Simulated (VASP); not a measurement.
# Si (Fd-3m) in VASP: notebook

Runs on Si. Level: PBE. Tasks: single point.

Everything below comes from runs of VASP 6.6.1. Logs are shortened: lines on timing, memory, paths and dates and some standing lists are left out, and cuts for length are marked.

## 1. The cell of the first run

It takes space group Fd-3m (No. 227, cubic). The conventional cell has a = 5.431 Å, b = 5.431 Å, c = 5.431 Å, α = 90.00°, β = 90.00°, γ = 90.00°. Si (site symmetry -43m) has 4 Si at 2.35 Å within 3.1 Å.

## 2. Single point, PBE

INCAR

```
SYSTEM = Si
ALGO = Normal
EDIFF = 1E-6
ENCUT = 500
GGA = PE
GGA_COMPAT = .False.
ISIF = 2
ISMEAR = 0
LASPH = .True.
LCHARG = .True.
LELF = .True.
LREAL = .False.
LVHAR = .True.
LWAVE = .False.
NBANDS = 11
NELM = 120
PREC = Accurate
SIGMA = 0.02
```

KPOINTS

```
k-points
0
Gamma
  6 6 6
  0 0 0
```

POSCAR

```
Si
1.0
    0.0000000000      2.7154705000      2.7154705000
    2.7154705000      0.0000000000      2.7154705000
    2.7154705000      2.7154705000      0.0000000000
Si
2
Direct
    0.0000000000      0.0000000000      0.0000000000
    0.2500000000      0.2500000000      0.2500000000
```

Potentials or basis: VASP PAW PBE potentials, release 64 (Si).

Command:

```console
cat potpaw_PBE.64/Si/POTCAR > POTCAR
mpirun -np 1 vasp_std > vasp.out
```

OUTCAR:

```text
SYSTEM = Si
   EDIFF = 1E-6
   ENCUT = 500
   GGA = PE
   ISIF = 2
   ISMEAR = 0
   LASPH = .True.
   LREAL = .False.
   NELM = 120
   PREC = Accurate

 ion  position               nearest neighbor table
   1  0.000  0.000  0.000-   2 2.35   2 2.35   2 2.35   2 2.35
   2  0.250  0.250  0.250-   1 2.35   1 2.35   1 2.35   1 2.35

  LATTYP: Found a face centered cubic cell.
 ALAT       =     5.4309410000

  Lattice vectors:

 A1 = (   0.0000000000,   2.7154705000,   2.7154705000)
 A2 = (   2.7154705000,   0.0000000000,   2.7154705000)
 A3 = (   2.7154705000,   2.7154705000,   0.0000000000)

Analysis of symmetry for initial positions (statically):
=====================================================================
 Subroutine PRICEL returns:
 Original cell was already a primitive cell.

 Routine SETGRP: Setting up the symmetry group for a
 face centered cubic supercell.

 Subroutine GETGRP returns: Found 48 space group operations
 (whereof 24 operations were pure point group operations)
 out of a pool of 48 trial point group operations.

The static configuration has the point symmetry T_d .
 The point group associated with its full space group is O_h .

Analysis of symmetry for dynamics (positions and initial velocities):
=====================================================================
 Subroutine PRICEL returns:
 Original cell was already a primitive cell.

 Routine SETGRP: Setting up the symmetry group for a
 face centered cubic supercell.

 Subroutine GETGRP returns: Found 48 space group operations
 (whereof 24 operations were pure point group operations)
 out of a pool of 48 trial point group operations.

The dynamic configuration has the point symmetry T_d .
 The point group associated with its full space group is O_h .

 Subroutine INISYM returns: Found 48 space group operations
 (whereof 24 operations are pure point group operations),
 and found     1 'primitive' translations

----------------------------------------------------------------------------------------

                                     Primitive cell

  volume of cell :      40.0466

  direct lattice vectors                    reciprocal lattice vectors
     0.000000000  2.715470500  2.715470500    -0.184130154  0.184130154  0.184130154
     2.715470500  0.000000000  2.715470500     0.184130154 -0.184130154  0.184130154
     2.715470500  2.715470500  0.000000000     0.184130154  0.184130154 -0.184130154

  length of vectors
     3.840255209  3.840255209  3.840255209     0.318922781  0.318922781  0.318922781

  position of ions in fractional coordinates (direct lattice)
     0.000000000  0.000000000  0.000000000
     0.250000000  0.250000000  0.250000000

  ion indices of the primitive-cell ions
   primitive index   ion index
                 1           1
                 2           2

----------------------------------------------------------------------------------------

 KPOINTS: k-points

Automatic generation of k-mesh.
 Grid dimensions read from file:
 generate k-points for:    6    6    6

 Generating k-lattice:

  Cartesian coordinates                     Fractional coordinates (reciprocal lattice)
    -0.030688359  0.030688359  0.030688359     0.166666667  0.000000000  0.000000000
     0.030688359 -0.030688359  0.030688359     0.000000000  0.166666667  0.000000000
     0.030688359  0.030688359 -0.030688359     0.000000000  0.000000000  0.166666667

  Length of vectors
     0.053153797  0.053153797  0.053153797

  Shift w.r.t. Gamma in fractional coordinates (k-lattice)
     0.000000000  0.000000000  0.000000000

 Subroutine IBZKPT returns following result:
 ===========================================

 Found     16 irreducible k-points:

 Following reciprocal coordinates:
            Coordinates               Weight
  0.000000  0.000000  0.000000      1.000000
  0.166667  0.000000  0.000000      8.000000
  0.333333  0.000000  0.000000      8.000000
  0.500000  0.000000  0.000000      4.000000
  0.166667  0.166667  0.000000      6.000000
  0.333333  0.166667  0.000000     24.000000
[... 8 lines left out ...]
 -0.333333  0.333333  0.166667     24.000000
 -0.333333  0.500000  0.166667     12.000000
   k-points           NKPTS =     16   k-points in BZ     NKDIM =     16   number of bands    NBANDS=     11
   number of dos      NEDOS =    301   number of ions     NIONS =      2
   total plane-waves  NPLWV =  21952
   dimension x,y,z NGX =    28 NGY =   28 NGZ =   28
   dimension x,y,z NGXF=    56 NGYF=   56 NGZF=   56
   ions per type =               2
   NGX,Y,Z   is equivalent  to a cutoff of  12.12, 12.12, 12.12 a.u.
   NGXF,Y,Z  is equivalent  to a cutoff of  24.24, 24.24, 24.24 a.u.
 SYSTEM =  Si
   PREC   = accura    normal or accurate (medium, high low for compatibility)
   ISTART =      0    job   : 0-new  1-cont  2-samecut
   ICHARG =      2    charge: 1-file 2-atom 10-const
   ISPIN  =      1    spin polarized calculation?
   LNONCOLLINEAR =      F non collinear calculations
   LSORBIT =      F    spin-orbit coupling
   LASPH  =      T    aspherical Exc in radial PAW
   ENCUT  =  500.0 eV  36.75 Ry    6.06 a.u.   7.00  7.00  7.00*2*pi/ulx,y,z
   NELM   =    120;   NELMIN=  2; NELMDL= -5     # of ELM steps
   EDIFF  = 0.1E-05   stopping-criterion for ELM
   LREAL  =      F    real-space projection
   EDIFFG = 0.1E-04   stopping-criterion for IOM
   NSW    =      0    number of steps for IOM
   IBRION =     -1    ionic relax: 0-MD 1-quasi-New 2-CG
   NFREE  =      0    steps in history (QN), initial steepest desc. (CG)
   ISIF   =      2    stress and relaxation
   ISYM   =      2    0-nonsym 1-usesym 2-fastsym
   POTIM  = 0.5000    time-step for ionic-motion
   TEBEG  =    0.0;   TEEND  =   0.0 temperature during run
   PSTRESS=    0.0 pullay stress
   NELECT =       8.0000    total number of electrons
   NUPDOWN=      -1.0000    fix difference up-down
   EMIN   =  10.00;   EMAX   =-10.00  energy-range for DOS
   EFERMI =   0.00;   METHOD = LEGACY
   ISMEAR =     0;   SIGMA  =   0.02  broadening in eV -4-tet -1-fermi 0-gaus
   EFERMI_NEDOS =   21; number of points for ismear=-14 and -15
   IALGO  =     38    algorithm
   IMIX   =      4    mixing-type and parameters
     AMIX     =   0.40;   BMIX     =  1.00
     AMIX_MAG =   1.60;   BMIX_MAG =  1.00
  volume/ion in A,a.u.               =      20.02       135.12
  Fermi-wavevector in a.u.,A,eV,Ry     =   0.957010  1.808486 12.461139  0.915868
  Thomas-Fermi vector in A             =   2.085989
   LORBIT       =      0    0 simple, 1 ext, 2 COOP (PROOUT), +10 PAW based schemes
   GGA     = PE    functional components
   LHFCALC =     F    Hartree Fock is set to
   AEXX    =    0.0000 exact exchange contribution
   IVDW    =     0    specifies the selected vdW correction
   LEPSILON=     F    determine dielectric tensor
   LRPA    =     F    only Hartree local field effects (RPA)
 non-spin polarized calculation
 Gauss-broadening in eV      SIGMA  =   0.02
  energy-cutoff  :      500.00
  volume of cell :       40.05
 maximum number of plane-waves:      1034
   NGX = 13   NGY = 13   NGZ = 13

 number of electron       8.0000001 magnetization

 Free energy of the ion-electron system (eV)
  ---------------------------------------------------
  ext. energy  EPLUGINS =         0.00000000
  ---------------------------------------------------
  free energy    TOTEN  =       -10.82096714 eV

  energy without entropy =      -10.82096714  energy(sigma->0) =      -10.82096714

 E-fermi :   5.9882     XC(G=0):  -9.4040

 val. band max:        5.8324663091   @ k =   0.0000   0.0000   0.0000
 cond. band min:       6.5401703911   @ k =   0.5000   0.5000   0.0000
 fundamental gap:      0.7077040820
 Fermi energy:         5.9882110212

 k-point     1 :       0.0000    0.0000    0.0000
  band No.  band energies     occupation
      1      -6.1256      2.00000
      2       5.8325      2.00000
      3       5.8325      2.00000
      4       5.8325      2.00000
      5       8.3949      0.00000
      6       8.3949      0.00000
      7       8.3949      0.00000
      8       9.2053      0.00000
      9      13.5484      0.00000
     10      13.5484      0.00000
     11      13.7908      0.00000

 k-point     2 :       0.1667    0.0000    0.0000
  band No.  band energies     occupation
      1      -5.7644      2.00000
      2       3.4533      2.00000
      3       5.3825      2.00000
      4       5.3825      2.00000
      5       8.1846      0.00000
      6       9.0421      0.00000
      7       9.0421      0.00000
      8      11.2901      0.00000
      9      12.9137      0.00000
     10      12.9137      0.00000
     11      14.9203      0.00000

 k-point     3 :       0.3333    0.0000    0.0000
  band No.  band energies     occupation
      1      -4.7487      2.00000
      2       0.5007      2.00000
      3       4.8331      2.00000
      4       4.8331      2.00000
      5       7.5967      0.00000
      6       9.3370      0.00000
      7       9.3370      0.00000
      8      13.7013      0.00000
      9      13.8140      0.00000
     10      13.8140      0.00000
     11      14.9543      0.00000

 k-point     4 :       0.5000    0.0000    0.0000
  band No.  band energies     occupation
      1      -3.7941      2.00000
      2      -1.1344      2.00000
      3       4.6351      2.00000
      4       4.6351      2.00000
      5       7.3711      0.00000
      6       9.1694      0.00000
      7       9.1694      0.00000
      8      13.5589      0.00000
      9      16.3783      0.00000
     10      16.3783      0.00000
     11      17.1871      0.00000
[... 127 lines left out ...]
 k-point    14 :       0.5000    0.3333    0.1667
  band No.  band energies     occupation
      1      -3.8361      2.00000
      2       0.1917      2.00000
      3       2.2647      2.00000
      4       3.5391      2.00000
      5       8.6843      0.00000
      6       9.5441      0.00000
      7      10.0674      0.00000
      8      12.8973      0.00000
      9      14.8329      0.00000
     10      15.7418      0.00000
     11      18.8705      0.00000

 k-point    15 :      -0.3333    0.3333    0.1667
  band No.  band energies     occupation
      1      -2.8512      2.00000
      2      -1.0077      2.00000
      3       1.8248      2.00000
      4       3.0724      2.00000
      5       9.1851      0.00000
      6       9.3897      0.00000
      7      11.9307      0.00000
      8      12.3520      0.00000
      9      13.3876      0.00000
     10      16.9326      0.00000
     11      17.7926      0.00000

 k-point    16 :      -0.3333    0.5000    0.1667
  band No.  band energies     occupation
      1      -1.8612      2.00000
      2      -1.8612      2.00000
      3       2.1894      2.00000
      4       2.1894      2.00000
      5       8.5794      0.00000
      6       8.5794      0.00000
      7      12.5953      0.00000
      8      12.5953      0.00000
      9      16.4063      0.00000
     10      16.4063      0.00000
     11      18.7892      0.00000

------------------------ aborting loop because EDIFF is reached ----------------------------------------

  FORCE on cell =-STRESS in cart. coord.  units (eV):
  Direction    XX          YY          ZZ          XY          YZ          ZX
  --------------------------------------------------------------------------------------
  -------------------------------------------------------------------------------------
  Total        0.5013219      0.5013219      0.5013219     -0.0000000      0.0000000      0.0000000
  in kB       20.0568181     20.0568181     20.0568181     -0.0000000      0.0000000      0.0000000
  external PRESSURE =      20.0568181 kB  Pullay stress =       0.0000000 kB

 VOLUME and BASIS-vectors are now :
 -----------------------------------------------------------------------------
  energy-cutoff  :      500.00
  volume of cell :       40.05
      direct lattice vectors                 reciprocal lattice vectors
     0.000000000  2.715470500  2.715470500    -0.184130154  0.184130154  0.184130154
     2.715470500  0.000000000  2.715470500     0.184130154 -0.184130154  0.184130154
     2.715470500  2.715470500  0.000000000     0.184130154  0.184130154 -0.184130154

 POSITION                                       TOTAL-FORCE (eV/Angst)
 -----------------------------------------------------------------------------------
      0.00000      0.00000      0.00000        -0.000000     -0.000000     -0.000000
      1.35774      1.35774      1.35774         0.000000      0.000000      0.000000
 -----------------------------------------------------------------------------------
    total drift:                                0.000000      0.000000     -0.000000

  FREE ENERGIE OF THE ION-ELECTRON SYSTEM (eV)
  ---------------------------------------------------
  free  energy   TOTEN  =       -10.8209671384 eV

  energy  without entropy=      -10.8209671384  energy(sigma->0) =      -10.82096714
```

Wall time 7.8 s (1 thread of Intel Xeon 6975P-C, shared host); peak memory 0.15 GiB.

Results:

```yaml
Free_energy: -10.8210 eV
Pressure: 2.0 GPa
Band_gap_on_the_k_mesh: 0.71 eV, indirect (least direct gap 2.56 eV)
```

## 3. Single point, PBE

INCAR

```
SYSTEM = Si
  ALGO = Normal
  EDIFF = 1E-6
  ENCUT = 500
  GGA = PE
  GGA_COMPAT = .False.
  ISIF = 2
  ISMEAR = 0
  LASPH = .True.
  LCHARG = .False.
  LREAL = .False.
  LWAVE = .False.
  NBANDS = 11
  NELM = 120
  PREC = Accurate
  SIGMA = 0.02
```

KPOINTS

```
k-points
0
Gamma
  8 8 8
  0 0 0
```

POSCAR is that of step 2.

Potentials or basis: VASP PAW PBE potentials, release 64 (Si).

Command:

```console
cat potpaw_PBE.64/Si/POTCAR > POTCAR
mpirun -np 1 vasp_std > vasp.out
```

Run time: 9.4 s. Hardware: 1 thread of Intel Xeon 6975P-C, shared host; peak memory 0.15 GiB.

Results (log left out):

* Free energy: -10.8410 eV
* Pressure: 1.9 GPa
* Band gap on the k mesh: 0.62 eV, indirect (least direct gap 2.57 eV)

Levels at points of the mesh, in eV from the valence-band top:
| k point | band 1 | band 2 | band 3 | band 4 | band 5 | band 6 | band 7 | band 8 |
| --- | --- | --- | --- | --- | --- | --- | --- | --- |
| (0.00, 0.00, 0.00) | -11.96 | 0.00 | 0.00 | 0.00 | 2.57 | 2.57 | 2.57 | 3.37 |
| (0.50, 0.00, 0.00) | -9.63 | -6.97 | -1.20 | -1.20 | 1.54 | 3.34 | 3.34 | 7.73 |
| (0.50, 0.50, 0.00) | -7.81 | -7.81 | -2.85 | -2.85 | 0.71 | 0.71 | 10.11 | 10.11 |

A k mesh can miss the band edges. As with any semilocal functional, this PBE gap is likely too small.

## 4. Single point, PBE

INCAR

```
PREC = Accurate ; ENCUT = 500
EDIFF = 1E-6 ; ISMEAR = 0
SIGMA = 0.02 ; LREAL = F
LASPH = T ; NELM = 120
ALGO = Normal ; ISIF = 2
LWAVE = F ; LCHARG = F
GGA = PE ; NBANDS = 11
GGA_COMPAT = F
```

KPOINTS

```
Automatic mesh
0
Gamma
  8 8 8
```

POSCAR is that of step 3.

Command:

```console
cat potpaw_PBE.64/Si/POTCAR > POTCAR
mpirun -np 1 vasp_std > vasp.out
```

It took 10 s on 1 thread of Intel Xeon 6975P-C, shared host; peak memory 0.15 GiB.

The run converged. Its results:

- Free energy: -10.8410 eV
- Pressure: 1.9 GPa
- Band gap on the k mesh: 0.62 eV, indirect (least direct gap 2.57 eV)

Levels at points of the mesh, in eV from the valence-band top:
| k point | band 2 | band 3 | band 4 | band 5 | band 6 | band 7 |
| --- | --- | --- | --- | --- | --- | --- |
| (0.00, 0.00, 0.00) | 0.00 | 0.00 | 0.00 | 2.57 | 2.57 | 2.57 |
| (0.50, 0.00, 0.00) | -6.97 | -1.20 | -1.20 | 1.54 | 3.34 | 3.34 |
| (0.50, 0.50, 0.00) | -7.81 | -2.85 | -2.85 | 0.71 | 0.71 | 10.11 |

## 5. Single point, PBE

INCAR is that of step 4.

KPOINTS

```
Automatic mesh
0
Gamma
  10 10 10
```

POSCAR is that of step 4.

Command:

```console
cat potpaw_PBE.64/Si/POTCAR > POTCAR
mpirun -np 1 vasp_std > vasp.out
```

Run time: 16 s. Hardware: 1 thread of Intel Xeon 6975P-C, shared host; peak memory 0.15 GiB.

Results (log left out):

```yaml
Free_energy: -10.8442 eV
Pressure: 1.9 GPa
Band_gap_on_the_k_mesh: 0.58 eV, indirect (least direct gap 2.57 eV)
```

Levels at points of the mesh, in eV from the valence-band top:
| k point | band 1 | band 2 | band 3 | band 4 | band 5 | band 6 | band 7 | band 8 |
| --- | --- | --- | --- | --- | --- | --- | --- | --- |
| (0.00, 0.00, 0.00) | -11.96 | 0.00 | 0.00 | 0.00 | 2.57 | 2.57 | 2.57 | 3.37 |
| (0.50, 0.00, 0.00) | -9.63 | -6.96 | -1.20 | -1.20 | 1.54 | 3.34 | 3.34 | 7.73 |
| (0.50, 0.50, 0.00) | -7.81 | -7.81 | -2.85 | -2.85 | 0.71 | 0.71 | 10.11 | 10.11 |

## 6. Single point, PBE

INCAR

```
  PREC = Accurate
  ENCUT = 500
  EDIFF = 1E-6
  ISMEAR = 0
  SIGMA = 0.02
  LREAL = F
  LASPH = T
  NELM = 120
  ALGO = Normal
  ISIF = 2
  LWAVE = F
  LCHARG = T
  GGA = PE
  LELF = T
  LVHAR = T
  NBANDS = 11
  GGA_COMPAT = F
```

KPOINTS

```
regular mesh
0
Gamma
  12 12 12
```

POSCAR is that of step 5.

Potentials or basis: VASP PAW PBE potentials, release 64 (Si).

Command:

```console
cat potpaw_PBE.64/Si/POTCAR > POTCAR
mpirun -np 1 vasp_std > vasp.out
```

Wall time 22 s (1 thread of Intel Xeon 6975P-C, shared host); peak memory 0.16 GiB.

Results (log left out):

```yaml
Free_energy: -10.8448 eV
Pressure: 1.9 GPa
Band_gap_on_the_k_mesh: 0.57 eV, indirect (least direct gap 2.57 eV)
```

Levels at points of the mesh, in eV from the valence-band top:
```tsv
k point	band 1	band 2	band 3	band 4	band 5	band 6	band 7	band 8
(0.00, 0.00, 0.00)	-11.96	0.00	0.00	0.00	2.57	2.57	2.57	3.37
(0.50, 0.00, 0.00)	-9.63	-6.96	-1.20	-1.20	1.54	3.34	3.34	7.73
(0.50, 0.50, 0.00)	-7.81	-7.81	-2.85	-2.85	0.71	0.71	10.12	10.12
```

A k mesh can miss the band edges. As with any semilocal functional, this PBE gap is likely too small.

## 7. Single point, PBE

INCAR

```
PREC = Accurate ; ENCUT = 500
EDIFF = 1E-6 ; ISMEAR = 0
SIGMA = 0.02 ; LREAL = False
LASPH = True ; NELM = 120
ALGO = Normal ; ISIF = 2
LWAVE = False ; LCHARG = False
GGA = PE ; NBANDS = 11
GGA_COMPAT = False
```

KPOINTS

```
regular mesh
0
Gamma
  14 14 14
```

POSCAR is that of step 6.

Command:

```console
cat potpaw_PBE.64/Si/POTCAR > POTCAR
mpirun -np 1 vasp_std > vasp.out
```

Run time: 31 s. Hardware: 1 thread of Intel Xeon 6975P-C, shared host; peak memory 0.17 GiB.

The run converged. Its results:

```
Free energy            : -10.8449 eV
Pressure               : 1.9 GPa
Band gap on the k mesh : 0.57 eV, indirect (least direct gap 2.57 eV)
```

Levels at points of the mesh, in eV from the valence-band top:
```csv
k point,band 1,band 2,band 3,band 4,band 5,band 6,band 7,band 8,band 9
"(0.00, 0.00, 0.00)",-11.96,0.00,0.00,0.00,2.57,2.57,2.57,3.37,7.72
"(0.50, 0.00, 0.00)",-9.63,-6.96,-1.20,-1.20,1.54,3.34,3.34,7.73,10.55
"(0.50, 0.50, 0.00)",-7.81,-7.81,-2.85,-2.85,0.71,0.71,10.11,10.11,10.97
```

## 8. Summary

| k mesh | gap on the mesh (eV) | pressure (GPa) |
| --- | --- | --- |
| 6 × 6 × 6 | 0.71 | 2.0 |
| 8 × 8 × 8 | 0.62 | 1.9 |
| 10 × 10 × 10 | 0.58 | 1.9 |
| 12 × 12 × 12 | 0.57 | 1.9 |
| 14 × 14 × 14 | 0.57 | 1.9 |

Alike in all rows: task single point; level PBE; potentials or basis VASP PAW PBE potentials, release 64 (Si); no spin polarisation; cell as given; cutoff (eV) 500; smearing gaussian 0.02 eV.

On the cell as given the gap runs from 0.57 eV (PBE) to 0.71 eV (PBE); the meshes differ, which moves gaps too.

Total energies depend on the potentials used, so only differences within one code and one set of settings carry meaning.
